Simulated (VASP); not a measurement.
# SiC (P1) in VASP: single point with PBE

Aim: the single point of SiC with PBE.

Everything below comes from runs of VASP 6.6.1. Logs are shortened: lines on timing, memory, paths and dates and some standing lists are left out, and cuts for length are marked.

## (1) The cell of the first run

The typed cell holds 4 atoms: a = 3.077 Å, b = 3.036 Å, c = 5.049 Å, α = 89.36°, β = 88.27°, γ = 118.70°.

## (2) Single point, PBE (equal xy, yz and zx shear strains of +3 %)

Contents of INCAR:

```
PREC     = Accurate       # precision mode
ENCUT    = 520            # plane-wave cutoff, eV
EDIFF    = 1E-6           # SCF threshold, eV
ISMEAR   = -1             # smearing method
SIGMA    = 0.08           # smearing width, eV
LREAL    = False          # projectors in reciprocal space
LASPH    = True           # aspherical terms in the spheres
NELM     = 80             # most SCF steps
ALGO     = Normal         # electronic algorithm
ISIF     = 2              # what is computed and relaxed
LWAVE    = False          # write WAVECAR
LCHARG   = False          # write CHGCAR
GGA      = PE             # functional
NBANDS   = 16             # bands
```

Contents of KPOINTS:

```
regular mesh
0
Gamma
  15 15 8
```

Contents of POSCAR:

```
SiC
1.0
    3.0759982064      0.0461399731      0.0461399731
   -1.4980407144      2.6408226022      0.0168884023
    0.0757200000      0.0757200000      5.0480000000
Si C
2 2
Direct
    0.3333333333      0.6666666667      0.0000000000
    0.6666666667      0.3333333333      0.5000000000
    0.3333333333      0.6666666667      0.3850000000
    0.6666666667      0.3333333333      0.8850000000
```

Potentials or basis: VASP PAW PBE potentials, release 64 (Si, C).

On the command line:

```bash
$ cat potpaw_PBE.64/Si/POTCAR potpaw_PBE.64/C/POTCAR > POTCAR
$ mpirun -np 1 vasp_std > vasp.out
```

OUTCAR:

```text
PREC = Accurate
   ENCUT = 520
   EDIFF = 1E-6
   ISMEAR = -1
   LREAL = False
   LASPH = True
   NELM = 80
   ISIF = 2
   GGA = PE

 ion  position               nearest neighbor table
   1  0.333  0.667  0.000-   4 1.84   4 1.85   4 1.91   3 1.94   2 3.04   2 3.04   2 3.06   2 3.09
                             2 3.13
   2  0.667  0.333  0.500-   3 1.85   3 1.87   3 1.89   4 1.94   1 3.04   1 3.04   1 3.06   1 3.09
                             1 3.13
   3  0.333  0.667  0.385-   2 1.85   2 1.87   2 1.89   1 1.94
   4  0.667  0.333  0.885-   1 1.84   1 1.85   1 1.91   2 1.94

  LATTYP: Found a triclinic cell.
 ALAT       =     3.1166793713
 B/A-ratio  =     0.9741696453
 C/A-ratio  =     1.6200369273
 COS(alpha) =     0.0112057054
 COS(beta)  =     0.0407400298
 COS(gamma) =     0.5001712246

  Lattice vectors:

 A1 = (   1.5779574920,   2.6869625753,   0.0630283754)
 A2 = (  -1.4980407144,   2.6408226022,   0.0168884023)
 A3 = (   0.0757200000,   0.0757200000,   5.0480000000)

Analysis of symmetry for initial positions (statically):
=====================================================================
 Subroutine PRICEL returns:
 Original cell was already a primitive cell.

 Routine SETGRP: Setting up the symmetry group for a
 triclinic supercell.

 Subroutine GETGRP returns: Found  1 space group operations
 (whereof  1 operations were pure point group operations)
 out of a pool of  2 trial point group operations.

The static configuration has the point symmetry C_1 .

Analysis of symmetry for dynamics (positions and initial velocities):
=====================================================================
 Subroutine PRICEL returns:
 Original cell was already a primitive cell.

 Routine SETGRP: Setting up the symmetry group for a
 triclinic supercell.

 Subroutine GETGRP returns: Found  1 space group operations
 (whereof  1 operations were pure point group operations)
 out of a pool of  2 trial point group operations.

The dynamic configuration has the point symmetry C_1 .

 Subroutine INISYM returns: Found  1 space group operations
 (whereof  1 operations are pure point group operations),
 and found     1 'primitive' translations

----------------------------------------------------------------------------------------

                                     Primitive cell

  volume of cell :      41.3363

  direct lattice vectors                    reciprocal lattice vectors
     3.075998206  0.046139973  0.046139973     0.322466863  0.182971976 -0.007581583
    -1.498040714  2.640822602  0.016888402    -0.005550104  0.375557014 -0.005550104
     0.075720000  0.075720000  5.048000000    -0.002928859 -0.002928859  0.198186123

  length of vectors
     3.076690228  3.036174438  5.049135672     0.370838377  0.375639026  0.198229401

  position of ions in fractional coordinates (direct lattice)
     0.333333333  0.666666667  0.000000000
     0.666666667  0.333333333  0.500000000
     0.333333333  0.666666667  0.385000000
     0.666666667  0.333333333  0.885000000

  ion indices of the primitive-cell ions
   primitive index   ion index
                 1           1
                 2           2
                 3           3
                 4           4

----------------------------------------------------------------------------------------

 KPOINTS: regular mesh

Automatic generation of k-mesh.
 Grid dimensions read from file:
 generate k-points for:   15   15    8

 Generating k-lattice:

  Cartesian coordinates                     Fractional coordinates (reciprocal lattice)
     0.021497791  0.012198132 -0.000505439     0.066666667 -0.000000000  0.000000000
    -0.000370007  0.025037134 -0.000370007    -0.000000000  0.066666667 -0.000000000
    -0.000366107 -0.000366107  0.024773265    -0.000000000  0.000000000  0.125000000

  Length of vectors
     0.024722558  0.025042602  0.024778675

  Shift w.r.t. Gamma in fractional coordinates (k-lattice)
     0.000000000  0.000000000  0.000000000

 Subroutine IBZKPT returns following result:
 ===========================================

 Found    901 irreducible k-points:

 Following reciprocal coordinates:
            Coordinates               Weight
  0.000000  0.000000  0.000000      1.000000
  0.066667 -0.000000  0.000000      2.000000
  0.133333 -0.000000  0.000000      2.000000
  0.200000 -0.000000  0.000000      2.000000
  0.266667 -0.000000  0.000000      2.000000
  0.333333 -0.000000  0.000000      2.000000
[... 16 lines left out ...]
 -0.066667  0.066667  0.000000      2.000000
  0.000000  0.133333  0.000000      2.000000
 [... further k-points ...]
   k-points           NKPTS =    901   k-points in BZ     NKDIM =    901   number of bands    NBANDS=     16
   number of dos      NEDOS =    301   number of ions     NIONS =      4
   total plane-waves  NPLWV =  23040
   dimension x,y,z NGX =    24 NGY =   24 NGZ =   40
   dimension x,y,z NGXF=    48 NGYF=   48 NGZF=   80
   ions per type =               2   2
   NGX,Y,Z   is equivalent  to a cutoff of  12.97, 13.14, 13.17 a.u.
   NGXF,Y,Z  is equivalent  to a cutoff of  25.94, 26.28, 26.34 a.u.
 SYSTEM =  unknown system
   PREC   = accura    normal or accurate (medium, high low for compatibility)
   ISTART =      0    job   : 0-new  1-cont  2-samecut
   ICHARG =      2    charge: 1-file 2-atom 10-const
   ISPIN  =      1    spin polarized calculation?
   LNONCOLLINEAR =      F non collinear calculations
   LSORBIT =      F    spin-orbit coupling
   LASPH  =      T    aspherical Exc in radial PAW
   ENCUT  =  520.0 eV  38.22 Ry    6.18 a.u.   5.72  5.65  9.39*2*pi/ulx,y,z
   NELM   =     80;   NELMIN=  2; NELMDL= -5     # of ELM steps
   EDIFF  = 0.1E-05   stopping-criterion for ELM
   LREAL  =      F    real-space projection
   EDIFFG = 0.1E-04   stopping-criterion for IOM
   NSW    =      0    number of steps for IOM
   IBRION =     -1    ionic relax: 0-MD 1-quasi-New 2-CG
   NFREE  =      0    steps in history (QN), initial steepest desc. (CG)
   ISIF   =      2    stress and relaxation
   ISYM   =      2    0-nonsym 1-usesym 2-fastsym
   POTIM  = 0.5000    time-step for ionic-motion
   TEBEG  =    0.0;   TEEND  =   0.0 temperature during run
   PSTRESS=    0.0 pullay stress
   NELECT =      16.0000    total number of electrons
   NUPDOWN=      -1.0000    fix difference up-down
   EMIN   =  10.00;   EMAX   =-10.00  energy-range for DOS
   EFERMI =   0.00;   METHOD = LEGACY
   ISMEAR =    -1;   SIGMA  =   0.08  broadening in eV -4-tet -1-fermi 0-gaus
   EFERMI_NEDOS =   21; number of points for ismear=-14 and -15
   IALGO  =     38    algorithm
   IMIX   =      4    mixing-type and parameters
     AMIX     =   0.40;   BMIX     =  1.00
     AMIX_MAG =   1.60;   BMIX_MAG =  1.00
  volume/ion in A,a.u.               =      10.33        69.74
  Fermi-wavevector in a.u.,A,eV,Ry     =   1.193084  2.254601 19.367193  1.423449
  Thomas-Fermi vector in A             =   2.329106
   LORBIT       =      0    0 simple, 1 ext, 2 COOP (PROOUT), +10 PAW based schemes
   GGA     = PE    functional components
   LHFCALC =     F    Hartree Fock is set to
   AEXX    =    0.0000 exact exchange contribution
   IVDW    =     0    specifies the selected vdW correction
   LEPSILON=     F    determine dielectric tensor
   LRPA    =     F    only Hartree local field effects (RPA)
 non-spin polarized calculation
  energy-cutoff  :      520.00
  volume of cell :       41.34
 maximum number of plane-waves:      1127
   NGX = 11   NGY = 11   NGZ = 19

 number of electron      16.0000000 magnetization

 Free energy of the ion-electron system (eV)
  ---------------------------------------------------
  ext. energy  EPLUGINS =         0.00000000
  ---------------------------------------------------
  free energy    TOTEN  =       -29.99954773 eV

  energy without entropy =      -29.99954772  energy(sigma->0) =      -29.99954772

 E-fermi :   9.5988     XC(G=0): -11.3529

 val. band max:        8.4729979028   @ k =   0.0000   0.0000   0.0000
 cond. band min:      10.7223286563   @ k =  -0.4667   0.4667   0.0000
 fundamental gap:      2.2493307536
 Fermi energy:         9.5988266692

 k-point     1 :       0.0000    0.0000    0.0000
  band No.  band energies     occupation
      1      -7.3138      2.00000
      2      -3.8046      2.00000
      3      -0.2770      2.00000
      4       6.7567      2.00000
      5       6.9555      2.00000
      6       8.0061      2.00000
[... 8 lines left out ...]
     15      17.4159      0.00000
     16      19.5866      0.00000

 k-point     2 :       0.0667   -0.0000    0.0000
  band No.  band energies     occupation
      1      -7.2386      2.00000
      2      -3.7407      2.00000
      3      -0.2067      2.00000
      4       6.2994      2.00000
      5       6.8241      2.00000
      6       7.7284      2.00000
[... 8 lines left out ...]
     15      17.5543      0.00000
     16      18.9104      0.00000

 k-point     3 :       0.1333   -0.0000    0.0000
  band No.  band energies     occupation
      1      -7.0144      2.00000
      2      -3.5521      2.00000
      3       0.0004      2.00000
      4       5.2135      2.00000
      5       6.5107      2.00000
      6       6.9661      2.00000
[... 8 lines left out ...]
     15      17.9720      0.00000
     16      18.1702      0.00000

 k-point     4 :       0.2000   -0.0000    0.0000
  band No.  band energies     occupation
      1      -6.6453      2.00000
      2      -3.2509      2.00000
      3       0.3287      2.00000
      4       3.9163      2.00000
      5       5.9204      2.00000
      6       6.1407      2.00000
[... 8 lines left out ...]
     15      17.8754      0.00000
     16      18.5960      0.00000
[... 324 lines left out ...]
 k-point    22 :      -0.1333    0.0667   -0.0000
  band No.  band energies     occupation
      1      -7.0823      2.00000
      2      -3.6076      2.00000
      3      -0.0616      2.00000
      4       5.6812      2.00000
      5       6.4185      2.00000
      6       7.3533      2.00000
[... 8 lines left out ...]
     15      17.7453      0.00000
     16      18.5639      0.00000

 k-point    23 :      -0.0667    0.0667    0.0000
  band No.  band energies     occupation
      1      -7.2342      2.00000
      2      -3.7361      2.00000
      3      -0.2026      2.00000
      4       6.4906      2.00000
      5       6.6411      2.00000
      6       7.8905      2.00000
[... 8 lines left out ...]
     15      17.2484      0.00000
     16      19.1963      0.00000

 k-point    24 :       0.0000    0.1333    0.0000
  band No.  band energies     occupation
      1      -7.0054      2.00000
      2      -3.5429      2.00000
      3       0.0093      2.00000
      4       5.3479      2.00000
      5       6.3660      2.00000
      6       7.0771      2.00000
[... 8 lines left out ...]
     15      17.8361      0.00000
     16      18.1941      0.00000

 [... further k-points ...]
[... 5 lines left out ...]
  --------------------------------------------------------------------------------------
  -------------------------------------------------------------------------------------
  Total        1.4466852      1.4623347      0.1607601     -1.9027141     -1.3058009     -1.3091084
  in kB       56.0728734     56.6794388      6.2309910    -73.7483497    -50.6122588    -50.7404581
  external PRESSURE =      39.6611011 kB  Pullay stress =       0.0000000 kB

 VOLUME and BASIS-vectors are now :
 -----------------------------------------------------------------------------
  energy-cutoff  :      520.00
  volume of cell :       41.34
      direct lattice vectors                 reciprocal lattice vectors
     3.075998206  0.046139973  0.046139973     0.322466863  0.182971976 -0.007581583
    -1.498040714  2.640822602  0.016888402    -0.005550104  0.375557014 -0.005550104
     0.075720000  0.075720000  5.048000000    -0.002928859 -0.002928859  0.198186123

 POSITION                                       TOTAL-FORCE (eV/Angst)
 -----------------------------------------------------------------------------------
      0.02664      1.77593      0.02664        -0.414826     -0.140195      0.788925
      1.58918      0.94889      2.56039         0.092670     -0.176989      0.753229
      0.05579      1.80508      1.97012        -0.137269      0.176862     -0.749741
      1.61833      0.97805      4.50387         0.459425      0.140322     -0.792413
 -----------------------------------------------------------------------------------
    total drift:                               -0.000040      0.000127      0.000163

  FREE ENERGIE OF THE ION-ELECTRON SYSTEM (eV)
  ---------------------------------------------------
  free  energy   TOTEN  =       -29.9995477285 eV

  energy  without entropy=      -29.9995477151  energy(sigma->0) =      -29.99954772
```

Run time: 11 min. Hardware: 1 thread of Oxide Virtual Turin-like, shared host; peak memory 0.52 GiB.

Results:

* Free energy: -29.9995 eV
* Pressure: 4.0 GPa
* Largest force: 0.927 eV/Å
* Band gap on the k mesh: 2.25 eV, indirect (least direct gap 3.96 eV)

Forces in eV/Å, atoms in the order of the input:
```
Si  -0.415 -0.140  0.789
Si   0.093 -0.177  0.753
C   -0.137  0.177 -0.750
C    0.459  0.140 -0.792
```

Stress tensor (GPa, compression positive):
```
 5.61 -7.37 -5.07
-7.37  5.67 -5.06
-5.07 -5.06  0.62
```

Caveat: the cell differs from its parent crystal (equal xy, yz and zx shear strains of +3 %).
